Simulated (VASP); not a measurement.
# BP (F-43m) in VASP: further runs, part 2 of 2

VASP 6.6.1. Earlier steps stand in the parts before.

## (3) Single point, LDA

This run uses another cell than the first one, of 11.19 Å³/atom, 0.994 times its volume.

INCAR

```
PREC = Accurate
ENCUT = 520
EDIFF = 1E-6
ISMEAR = 0
SIGMA = 0.01
LREAL = F
LASPH = T
NELM = 60
ALGO = Normal
ISIF = 2
LWAVE = F
LCHARG = F
GGA = CA
NBANDS = 11
```

KPOINTS

```
Automatic mesh
0
Gamma
  8 8 8
```

POSCAR

```
BP
1.0
    0.0000000000      2.2369839829      2.2369839829
    2.2369839829      0.0000000000      2.2369839829
    2.2369839829      2.2369839829      0.0000000000
B P
1 1
Direct
    0.0000000000      0.0000000000      0.0000000000
    0.7500000000      0.7500000000      0.7500000000
```

Potentials or basis: VASP PAW LDA potentials, release 64 (B, P).

Run with:

```console
$ cat potpaw_LDA.64/B/POTCAR potpaw_LDA.64/P/POTCAR > POTCAR
$ mpirun -np 1 vasp_std > vasp.out
```

OUTCAR:

```text
PREC = Accurate
   ENCUT = 520
   EDIFF = 1E-6
   ISMEAR = 0
   LREAL = F
   LASPH = T
   NELM = 60
   ISIF = 2
   GGA = CA

 ion  position               nearest neighbor table
   1  0.000  0.000  0.000-   2 1.94   2 1.94   2 1.94   2 1.94
   2  0.750  0.750  0.750-   1 1.94   1 1.94   1 1.94   1 1.94

  LATTYP: Found a face centered cubic cell.
 ALAT       =     4.4739679658

  Lattice vectors:

 A1 = (   0.0000000000,   2.2369839829,   2.2369839829)
 A2 = (   2.2369839829,   0.0000000000,   2.2369839829)
 A3 = (   2.2369839829,   2.2369839829,   0.0000000000)

Analysis of symmetry for initial positions (statically):
=====================================================================
 Subroutine PRICEL returns:
 Original cell was already a primitive cell.

 Routine SETGRP: Setting up the symmetry group for a
 face centered cubic supercell.

 Subroutine GETGRP returns: Found 24 space group operations
 (whereof 24 operations were pure point group operations)
 out of a pool of 48 trial point group operations.

The static configuration has the point symmetry T_d .

Analysis of symmetry for dynamics (positions and initial velocities):
=====================================================================
 Subroutine PRICEL returns:
 Original cell was already a primitive cell.

 Routine SETGRP: Setting up the symmetry group for a
 face centered cubic supercell.

 Subroutine GETGRP returns: Found 24 space group operations
 (whereof 24 operations were pure point group operations)
 out of a pool of 48 trial point group operations.

The dynamic configuration has the point symmetry T_d .

 Subroutine INISYM returns: Found 24 space group operations
 (whereof 24 operations are pure point group operations),
 and found     1 'primitive' translations

----------------------------------------------------------------------------------------

                                     Primitive cell

  volume of cell :      22.3882
[... 111 lines left out ...]
  Fermi-wavevector in a.u.,A,eV,Ry     =   1.161712  2.195318 18.362092  1.349576
  Thomas-Fermi vector in A             =   2.298281
   LORBIT       =      0    0 simple, 1 ext, 2 COOP (PROOUT), +10 PAW based schemes
   GGA     = CA    functional components
   LHFCALC =     F    Hartree Fock is set to
   AEXX    =    0.0000 exact exchange contribution
   IVDW    =     0    specifies the selected vdW correction
   LEPSILON=     F    determine dielectric tensor
   LRPA    =     F    only Hartree local field effects (RPA)
 non-spin polarized calculation
 Gauss-broadening in eV      SIGMA  =   0.01
  energy-cutoff  :      520.00
  volume of cell :       22.39
 maximum number of plane-waves:       620
   NGX = 11   NGY = 11   NGZ = 11

 number of electron       8.0000001 magnetization

 Free energy of the ion-electron system (eV)
  ---------------------------------------------------
  ext. energy  EPLUGINS =         0.00000000
  ---------------------------------------------------
  free energy    TOTEN  =       -14.39592840 eV

  energy without entropy =      -14.39592840  energy(sigma->0) =      -14.39592840

 E-fermi :   7.9712     XC(G=0): -11.2645

 val. band max:        7.9227345161   @ k =   0.0000   0.0000   0.0000
 cond. band min:       9.0956636303   @ k =   0.3750   0.3750   0.0000
 fundamental gap:      1.1729291141
 Fermi energy:         7.9712127437

 k-point     1 :       0.0000    0.0000    0.0000
  band No.  band energies     occupation
      1      -7.8482      2.00000
      2       7.9227      2.00000
      3       7.9227      2.00000
      4       7.9227      2.00000
      5      11.3702      0.00000
      6      11.3702      0.00000
      7      11.3702      0.00000
      8      15.9500      0.00000
      9      19.4848      0.00000
     10      20.2307      0.00000
     11      20.2307      0.00000
[... 309 lines left out ...]
 k-point    24 :      -0.3750    0.2500    0.1250
  band No.  band energies     occupation
      1      -3.6711      2.00000
      2      -0.7552      2.00000
      3       3.2893      2.00000
      4       4.6830      2.00000
      5      12.0445      0.00000
      6      13.2475      0.00000
      7      16.4561      0.00000
      8      17.8754      0.00000
      9      18.4888      0.00000
     10      22.5572      0.00000
     11      24.9410      0.00000

 [... further k-points ...]
[... 5 lines left out ...]
  --------------------------------------------------------------------------------------
  -------------------------------------------------------------------------------------
  Total        0.2623397      0.2623397      0.2623397     -0.0000000     -0.0000000      0.0000000
  in kB       18.7739630     18.7739630     18.7739630     -0.0000000     -0.0000000      0.0000000
  external PRESSURE =      18.7739630 kB  Pullay stress =       0.0000000 kB

 VOLUME and BASIS-vectors are now :
 -----------------------------------------------------------------------------
  energy-cutoff  :      520.00
  volume of cell :       22.39
      direct lattice vectors                 reciprocal lattice vectors
     0.000000000  2.236983983  2.236983983    -0.223515235  0.223515235  0.223515235
     2.236983983  0.000000000  2.236983983     0.223515235 -0.223515235  0.223515235
     2.236983983  2.236983983  0.000000000     0.223515235  0.223515235 -0.223515235

 POSITION                                       TOTAL-FORCE (eV/Angst)
 -----------------------------------------------------------------------------------
      0.00000      0.00000      0.00000        -0.000000     -0.000000     -0.000000
      3.35548      3.35548      3.35548         0.000000      0.000000      0.000000
 -----------------------------------------------------------------------------------
    total drift:                               -0.000000     -0.000000     -0.000000

  FREE ENERGIE OF THE ION-ELECTRON SYSTEM (eV)
  ---------------------------------------------------
  free  energy   TOTEN  =       -14.3959283989 eV

  energy  without entropy=      -14.3959283989  energy(sigma->0) =      -14.39592840
```

OSZICAR:

```text
N       E                     dE             d eps       ncg     rms          rms(c)
DAV:   1     0.761189649511E+01    0.76119E+01   -0.40300E+03   638   0.655E+02
DAV:   2    -0.147602470901E+02   -0.22372E+02   -0.21540E+02   848   0.111E+02
DAV:   3    -0.153222722894E+02   -0.56203E+00   -0.56105E+00   802   0.159E+01
DAV:   4    -0.153243098008E+02   -0.20375E-02   -0.20374E-02   723   0.111E+00
DAV:   5    -0.153243206461E+02   -0.10845E-04   -0.10845E-04   761   0.820E-02    0.781E+00
DAV:   6    -0.145361317211E+02    0.78819E+00   -0.17445E+00   710   0.579E+00    0.410E+00
DAV:   7    -0.144089761089E+02    0.12716E+00   -0.29702E-01   794   0.273E+00    0.133E+00
DAV:   8    -0.143958877706E+02    0.13088E-01   -0.32986E-02   727   0.988E-01    0.235E-01
DAV:   9    -0.143959319638E+02   -0.44193E-04   -0.80824E-04   725   0.201E-01    0.170E-01
DAV:  10    -0.143959266437E+02    0.53201E-05   -0.12433E-04   680   0.638E-02    0.354E-02
DAV:  11    -0.143959289104E+02   -0.22667E-05   -0.10037E-05   780   0.153E-02    0.446E-02
DAV:  12    -0.143959283989E+02    0.51146E-06   -0.28107E-06   489   0.721E-03
   1 F= -.14395928E+02 E0= -.14395928E+02  d E =-.205439E-14
```

stdout:

```text
POSCAR found type information on POSCAR B P
 POSCAR found :  2 types and       2 ions
 scaLAPACK will be used
 LDA part: xc-table for (Slater(with rela. corr.)+CA(PZ))
 , standard interpolation
 POSCAR, INCAR and KPOINTS ok, starting setup
 FFT: planning ... GRIDC
 FFT: planning ... GRID_SOFT
 FFT: planning ... GRID
 WAVECAR not read
 entering main loop
```

Wall time 2.8 s (1 thread of AMD EPYC 9R45 (Zen 5), shared host); peak memory 0.09 GiB.

What came out:

```yaml
Free_energy: -14.3959 eV
Pressure: 1.9 GPa
Band_gap_on_the_k_mesh: 1.17 eV, indirect (least direct gap 3.45 eV)
```
